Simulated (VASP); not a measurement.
# Si16Ge (a cell with a defect) in VASP: notebook

Si16Ge (a cell with a defect) is run at these levels: PBE; tasks: single point.

Everything below comes from runs of VASP 6.6.1. Logs are shortened: lines on timing, memory, paths and dates and some standing lists are left out, and cuts for length are marked.

### Step 1. The cell of the first run

The cell holds a defect, 17 atoms: a = 7.679 Å, b = 7.679 Å, c = 7.679 Å, α = 60.00°, β = 60.00°, γ = 60.00°.

### Step 2. Single point, PBE

Input file INCAR:

```
SYSTEM = Si16Ge
PREC = Accurate
ENCUT = 520
EDIFF = 1E-6
ISMEAR = 0
SIGMA = 0.05
LREAL = Auto
LASPH = .True.
NELM = 60
ALGO = Normal
ISIF = 2
LWAVE = .False.
LCHARG = .False.
GGA = PE
NBANDS = 53
```

Input file KPOINTS:

```
regular mesh
0
Gamma
  2 2 2
  0 0 0
```

Input file POSCAR:

```
Si16Ge
1.0
    0.0000000000      5.4300000000      5.4300000000
    5.4300000000      0.0000000000      5.4300000000
    5.4300000000      5.4300000000      0.0000000000
Si Ge
16 1
Direct
    0.0023685083     -0.0207351750      0.0065143646
    0.1341709945      0.1246120626      0.1160730203
    0.0060956722     -0.0002058011      0.4938337937
    0.1271902394      0.1089193370      0.6349147330
    0.0023815838      0.5113114180      0.0065204420
    0.1118081952      0.6121295580      0.1634166667
   -0.0012565378      0.4820530387      0.5366931860
    0.1272112339      0.6284941068      0.6349184162
    0.4969302026      0.0257353591     -0.0488583794
    0.6154538674      0.1065575506      0.1142674954
    0.4982303867     -0.0080650092      0.4932053407
    0.6332044199      0.1416679558      0.5830508287
    0.4772921731      0.5123717311     -0.0026273481
    0.6154665746      0.6632236648      0.1141555249
    0.4982416206      0.5162325967      0.4930968692
    0.6265782689      0.6221646409      0.6285939227
    0.7469656538      0.2865976980      0.1793188766
```

Potentials or basis: VASP PAW PBE potentials, release 64 (Si, Ge_d).

On the command line:

```bash
> cat potpaw_PBE.64/Si/POTCAR potpaw_PBE.64/Ge_d/POTCAR > POTCAR
> mpirun -np 1 vasp_std > vasp.out
```

OUTCAR:

```text
SYSTEM = Si16Ge
   PREC = Accurate
   ENCUT = 520
   EDIFF = 1E-6
   ISMEAR = 0
   LREAL = Auto
   LASPH = .True.
   NELM = 60
   ISIF = 2
   GGA = PE

 ion  position               nearest neighbor table
   1  0.002  0.979  0.007-   6 2.31   4 2.33   2 2.43  10 2.43  17 2.66
   2  0.134  0.125  0.116-   9 2.29   3 2.37   5 2.43   1 2.43  17 2.47
   3  0.006  1.000  0.494-   4 2.33   8 2.33  12 2.35   2 2.37
   4  0.127  0.109  0.635-  11 2.33   1 2.33   3 2.33   7 2.35
   5  0.002  0.511  0.007-   6 2.31   8 2.33   2 2.43  14 2.43  17 2.66
   6  0.112  0.612  0.163-  13 2.31   1 2.31   5 2.31   7 2.34
   7  0.999  0.482  0.537-   6 2.34  16 2.34   8 2.35   4 2.35
   8  0.127  0.628  0.635-  15 2.33   5 2.33   3 2.33   7 2.35
   9  0.497  0.026  0.951-   2 2.29  10 2.29  14 2.29  12 2.31
  10  0.615  0.107  0.114-   9 2.29  11 2.38  17 2.40   1 2.43  13 2.55
  11  0.498  0.992  0.493-  16 2.32   4 2.33  12 2.36  10 2.38  17 2.97
  12  0.633  0.142  0.583-   9 2.31   3 2.35  11 2.36  15 2.36  17 2.54
  13  0.477  0.512  0.997-   6 2.31  16 2.32  17 2.48  10 2.55  14 2.55
  14  0.615  0.663  0.114-   9 2.29  15 2.38  17 2.40   5 2.43  13 2.55
  15  0.498  0.516  0.493-  16 2.32   8 2.33  12 2.36  14 2.38  17 2.97
  16  0.627  0.622  0.629-  13 2.32  11 2.32  15 2.32   7 2.34
  17  0.747  0.287  0.179-  10 2.40  14 2.40   2 2.47  13 2.48  12 2.54   5 2.66   1 2.66  15 2.97
                            11 2.97

  LATTYP: Found a face centered cubic cell.
 ALAT       =    10.8600000000

  Lattice vectors:

 A1 = (   0.0000000000,   5.4300000000,   5.4300000000)
 A2 = (   5.4300000000,   0.0000000000,   5.4300000000)
 A3 = (   5.4300000000,   5.4300000000,   0.0000000000)

Analysis of symmetry for initial positions (statically):
=====================================================================
 Subroutine PRICEL returns:
 Original cell was already a primitive cell.

 Routine SETGRP: Setting up the symmetry group for a
 face centered cubic supercell.

 Subroutine GETGRP returns: Found  1 space group operations
 (whereof  1 operations were pure point group operations)
 out of a pool of 48 trial point group operations.

The static configuration has the point symmetry C_1 .

Analysis of symmetry for dynamics (positions and initial velocities):
=====================================================================
 Subroutine PRICEL returns:
 Original cell was already a primitive cell.

 Routine SETGRP: Setting up the symmetry group for a
 face centered cubic supercell.

 Subroutine GETGRP returns: Found  1 space group operations
 (whereof  1 operations were pure point group operations)
 out of a pool of 48 trial point group operations.

The dynamic configuration has the point symmetry C_1 .

 Subroutine INISYM returns: Found  1 space group operations
 (whereof  1 operations are pure point group operations),
 and found     1 'primitive' translations

----------------------------------------------------------------------------------------

                                     Primitive cell

  volume of cell :     320.2060

  direct lattice vectors                    reciprocal lattice vectors
     0.000000000  5.430000000  5.430000000    -0.092081031  0.092081031  0.092081031
     5.430000000  0.000000000  5.430000000     0.092081031 -0.092081031  0.092081031
     5.430000000  5.430000000  0.000000000     0.092081031  0.092081031 -0.092081031

  length of vectors
     7.679179644  7.679179644  7.679179644     0.159489025  0.159489025  0.159489025

  position of ions in fractional coordinates (direct lattice)
     0.002368508  0.979264825  0.006514365
     0.134170995  0.124612063  0.116073020
     0.006095672  0.999794199  0.493833794
     0.127190239  0.108919337  0.634914733
     0.002381584  0.511311418  0.006520442
     0.111808195  0.612129558  0.163416667
[... 9 lines left out ...]
     0.626578269  0.622164641  0.628593923
     0.746965654  0.286597698  0.179318877

  ion indices of the primitive-cell ions
   primitive index   ion index
                 1           1
                 2           2
                 3           3
                 4           4
                 5           5
                 6           6
[... 9 lines left out ...]
                16          16
                17          17

----------------------------------------------------------------------------------------

 KPOINTS: regular mesh

Automatic generation of k-mesh.
 Grid dimensions read from file:
 generate k-points for:    2    2    2

 Generating k-lattice:

  Cartesian coordinates                     Fractional coordinates (reciprocal lattice)
    -0.046040516  0.046040516  0.046040516     0.500000000  0.000000000  0.000000000
     0.046040516 -0.046040516  0.046040516     0.000000000  0.500000000  0.000000000
     0.046040516  0.046040516 -0.046040516     0.000000000  0.000000000  0.500000000

  Length of vectors
     0.079744512  0.079744512  0.079744512

  Shift w.r.t. Gamma in fractional coordinates (k-lattice)
     0.000000000  0.000000000  0.000000000

 Subroutine IBZKPT returns following result:
 ===========================================

 Found      8 irreducible k-points:

 Following reciprocal coordinates:
            Coordinates               Weight
  0.000000  0.000000  0.000000      1.000000
  0.500000  0.000000  0.000000      1.000000
  0.000000  0.500000  0.000000      1.000000
  0.000000  0.000000  0.500000      1.000000
  0.500000  0.500000  0.500000      1.000000
  0.500000  0.500000  0.000000      1.000000
  0.000000  0.500000  0.500000      1.000000
  0.500000  0.000000  0.500000      1.000000
   k-points           NKPTS =      8   k-points in BZ     NKDIM =      8   number of bands    NBANDS=     53
   number of dos      NEDOS =    301   number of ions     NIONS =     17
   total plane-waves  NPLWV = 216000
   dimension x,y,z NGX =    60 NGY =   60 NGZ =   60
   dimension x,y,z NGXF=   120 NGYF=  120 NGZF=  120
   ions per type =              16   1
   NGX,Y,Z   is equivalent  to a cutoff of  12.99, 12.99, 12.99 a.u.
   NGXF,Y,Z  is equivalent  to a cutoff of  25.98, 25.98, 25.98 a.u.
 SYSTEM =  Si16Ge
   PREC   = accura    normal or accurate (medium, high low for compatibility)
   ISTART =      0    job   : 0-new  1-cont  2-samecut
   ICHARG =      2    charge: 1-file 2-atom 10-const
   ISPIN  =      1    spin polarized calculation?
   LNONCOLLINEAR =      F non collinear calculations
   LSORBIT =      F    spin-orbit coupling
   LASPH  =      T    aspherical Exc in radial PAW
   ENCUT  =  520.0 eV  38.22 Ry    6.18 a.u.  14.28 14.28 14.28*2*pi/ulx,y,z
   NELM   =     60;   NELMIN=  2; NELMDL= -5     # of ELM steps
   EDIFF  = 0.1E-05   stopping-criterion for ELM
   LREAL  =      T    real-space projection
   EDIFFG = 0.1E-04   stopping-criterion for IOM
   NSW    =      0    number of steps for IOM
   IBRION =     -1    ionic relax: 0-MD 1-quasi-New 2-CG
   NFREE  =      0    steps in history (QN), initial steepest desc. (CG)
   ISIF   =      2    stress and relaxation
   ISYM   =      2    0-nonsym 1-usesym 2-fastsym
   POTIM  = 0.5000    time-step for ionic-motion
   TEBEG  =    0.0;   TEEND  =   0.0 temperature during run
   PSTRESS=    0.0 pullay stress
   NELECT =      78.0000    total number of electrons
   NUPDOWN=      -1.0000    fix difference up-down
   EMIN   =  10.00;   EMAX   =-10.00  energy-range for DOS
   EFERMI =   0.00;   METHOD = LEGACY
   ISMEAR =     0;   SIGMA  =   0.05  broadening in eV -4-tet -1-fermi 0-gaus
   EFERMI_NEDOS =   21; number of points for ismear=-14 and -15
   IALGO  =     38    algorithm
   IMIX   =      4    mixing-type and parameters
     AMIX     =   0.40;   BMIX     =  1.00
     AMIX_MAG =   1.60;   BMIX_MAG =  1.00
  volume/ion in A,a.u.               =      18.84       127.11
  Fermi-wavevector in a.u.,A,eV,Ry     =   1.022421  1.932096 14.222785  1.045345
  Thomas-Fermi vector in A             =   2.156100
   LORBIT       =      0    0 simple, 1 ext, 2 COOP (PROOUT), +10 PAW based schemes
   GGA     = PE    functional components
   LHFCALC =     F    Hartree Fock is set to
   AEXX    =    0.0000 exact exchange contribution
   IVDW    =     0    specifies the selected vdW correction
   LEPSILON=     F    determine dielectric tensor
   LRPA    =     F    only Hartree local field effects (RPA)
 non-spin polarized calculation
 Gauss-broadening in eV      SIGMA  =   0.05
  energy-cutoff  :      520.00
  volume of cell :      320.21
 maximum number of plane-waves:      8646
 NGX is ok and might be reduce to    60
   NGX = 29   NGY = 29   NGZ = 29

 number of electron      78.0000000 magnetization

 Free energy of the ion-electron system (eV)
  ---------------------------------------------------
  ext. energy  EPLUGINS =         0.00000000
  ---------------------------------------------------
  free energy    TOTEN  =       -86.45698980 eV

  energy without entropy =      -86.44722666  energy(sigma->0) =      -86.45210823

 E-fermi :   6.9004     XC(G=0):  -9.7624

 val. band max:        6.7849337186   @ k =   0.0000   0.0000   0.0000
 cond. band min:       6.9154708708   @ k =   0.0000   0.5000   0.5000
 fundamental gap:      0.1305371522
 Fermi energy:         6.9004095257

 k-point     1 :       0.0000    0.0000    0.0000
  band No.  band energies     occupation
      1     -18.1924      2.00000
      2     -18.1858      2.00000
      3     -18.1838      2.00000
      4     -18.1731      2.00000
      5     -18.1627      2.00000
      6      -6.4458      2.00000
[... 43 lines left out ...]
     50       8.3023      0.00000
     51       8.8921      0.00000

 k-point     2 :       0.5000    0.0000    0.0000
  band No.  band energies     occupation
      1     -18.1924      2.00000
      2     -18.1858      2.00000
      3     -18.1838      2.00000
      4     -18.1731      2.00000
      5     -18.1627      2.00000
      6      -6.0856      2.00000
[... 316 lines left out ...]
 k-point     8 :       0.5000    0.0000    0.5000
  band No.  band energies     occupation
      1     -18.1924      2.00000
      2     -18.1858      2.00000
      3     -18.1838      2.00000
      4     -18.1731      2.00000
      5     -18.1627      2.00000
      6      -5.9766      2.00000
[... 43 lines left out ...]
     50      10.3843      0.00000
     51      10.4868      0.00000
 [bands above 51 left out]

------------------------ aborting loop because EDIFF is reached ----------------------------------------

  FORCE on cell =-STRESS in cart. coord.  units (eV):
  Direction    XX          YY          ZZ          XY          YZ          ZX
  --------------------------------------------------------------------------------------
  -------------------------------------------------------------------------------------
  Total       12.0255226     13.0675441     12.0227687     -0.9864263      0.9865998      0.8476208
  in kB       60.1706990     65.3845401     60.1569199     -4.9356659      4.9365340      4.2411408
  external PRESSURE =      61.9040530 kB  Pullay stress =       0.0000000 kB

 VOLUME and BASIS-vectors are now :
 -----------------------------------------------------------------------------
  energy-cutoff  :      520.00
  volume of cell :      320.21
      direct lattice vectors                 reciprocal lattice vectors
     0.000000000  5.430000000  5.430000000    -0.092081031  0.092081031  0.092081031
     5.430000000  0.000000000  5.430000000     0.092081031 -0.092081031  0.092081031
     5.430000000  5.430000000  0.000000000     0.092081031  0.092081031 -0.092081031

 POSITION                                       TOTAL-FORCE (eV/Angst)
 -----------------------------------------------------------------------------------
      5.35278      0.04823      5.33027        -0.014855     -0.010919      0.038197
      1.30692      1.35883      1.40519        -0.042323     -0.054002      0.040643
      8.11040      2.71462      5.46198        -0.010101     -0.061364      0.009995
      4.03902      4.13823      1.28207        -0.004518     -0.030962      0.011474
      2.81183      0.04834      2.78935        -0.037345     -0.011492      0.015944
      4.21122      1.49447      3.93098        -0.084852     -0.077945      0.083641
[... 9 lines left out ...]
      6.79162      6.81559      6.78067         0.030365     -0.050984     -0.030203
      2.52993      5.02973      5.61225         0.182993      0.524457     -0.182853
 -----------------------------------------------------------------------------------
    total drift:                                0.002955      0.001404     -0.002696

  FREE ENERGIE OF THE ION-ELECTRON SYSTEM (eV)
  ---------------------------------------------------
  free  energy   TOTEN  =       -86.4569897963 eV

  energy  without entropy=      -86.4472266572  energy(sigma->0) =      -86.45210823
```

Wall time 2.2 min (1 thread of AMD EPYC 9R45 (Zen 5), shared host); peak memory 0.46 GiB.

What came out:

```
Free energy            : -86.4570 eV
Pressure               : 6.2 GPa
Largest force          : 0.585 eV/Å
Band gap on the k mesh : zero (band 39 reaches 6.99 eV, above the bottom of band 40 at 6.68 eV)
```

Forces in eV/Å, atoms in the order of the input:
```
Si  -0.015 -0.011  0.038
Si  -0.042 -0.054  0.041
Si  -0.010 -0.061  0.010
Si  -0.005 -0.031  0.011
Si  -0.037 -0.011  0.016
Si  -0.085 -0.078  0.084
Si  -0.056 -0.166  0.056
Si  -0.012 -0.032  0.005
Si   0.031  0.012 -0.032
Si   0.006  0.018  0.063
Si   0.024  0.007  0.035
Si   0.094  0.021 -0.095
Si  -0.009 -0.114  0.010
Si  -0.063  0.019 -0.005
Si  -0.034  0.008 -0.023
Si   0.030 -0.051 -0.030
Ge   0.183  0.524 -0.183
```

Stress tensor (GPa, compression positive):
```
 6.02 -0.49  0.42
-0.49  6.54  0.49
 0.42  0.49  6.02
```

Caveat: the k points lie up to 0.50 Å⁻¹ apart.

(Continued in part 2 of 2.)
